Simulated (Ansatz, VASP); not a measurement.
**Ba in VASP and in Ansatz**

INCAR

```
ALGO = Fast
EDIFF = 1E-6
ENCUT = 520
GGA = PE
ISIF = 2
ISMEAR = 0
LASPH = True
LCHARG = False
LREAL = False
LWAVE = False
NBANDS = 11
NELM = 100
PREC = Accurate
SIGMA = 0.15
```

The input KPOINTS:

```
k-points
0
Gamma
  18 18 18
```

Contents of POSCAR:

```
Ba
1.0
   -3.6896030449      2.6354307464      2.6354307464
    2.6354307464     -3.6896030449      2.6354307464
    2.6354307464      2.6354307464     -3.6896030449
Ba
1
Direct
    0.0000000000      0.0000000000      0.0000000000
```

Input for Ansatz:

```yaml
crystal:
  lattice:
    - [-3.6896030449, 2.6354307464, 2.6354307464]
    - [2.6354307464, -3.6896030449, 2.6354307464]
    - [2.6354307464, 2.6354307464, -3.6896030449]
  atoms:
    - { symbol: Ba, position: [0.0, 0.0, 0.0] }
basis:
  ecutwfc: 420
kpoints:
  mp_grid: { grid: [18, 18, 18] }
hamiltonian:
  xc: pbe
scf:
  occupations: { method: gaussian, width: 0.15 }
output:
  forces: true
  stress: true
  eigenvalues: true
```

Alike in both runs: task single point; functional PBE; k mesh 18 × 18 × 18; occupations gaussian, width 0.15 eV; no spin polarisation.

|  | VASP | Ansatz |
| --- | --- | --- |
| version | VASP 6.6.1 | Ansatz 0.2.0 |
| potentials or method | VASP PAW PBE potentials, release 64 (Ba_sv), cutoff 520 eV | scalar-relativistic, plane waves, PAW |
| valence electrons in the cell | 10 | 10 |

Ansatz gave:

* gap on the k mesh at the Fermi level (eV): none
* pressure (GPa): 5.7
* traceless stress, the component that is largest in VASP (GPa): 8.42

Problem. Estimate VASP's values.

Solution. gap on the k mesh at the Fermi level (eV): none; pressure (GPa): 6.8; traceless stress, the component that is largest in VASP (GPa): 9.41.

A gap of «none» marks a metal or a gap that the smearing closes. With one functional, cell and mesh, what is left measures potentials, basis and numerics.

Spin-orbit coupling is off throughout.
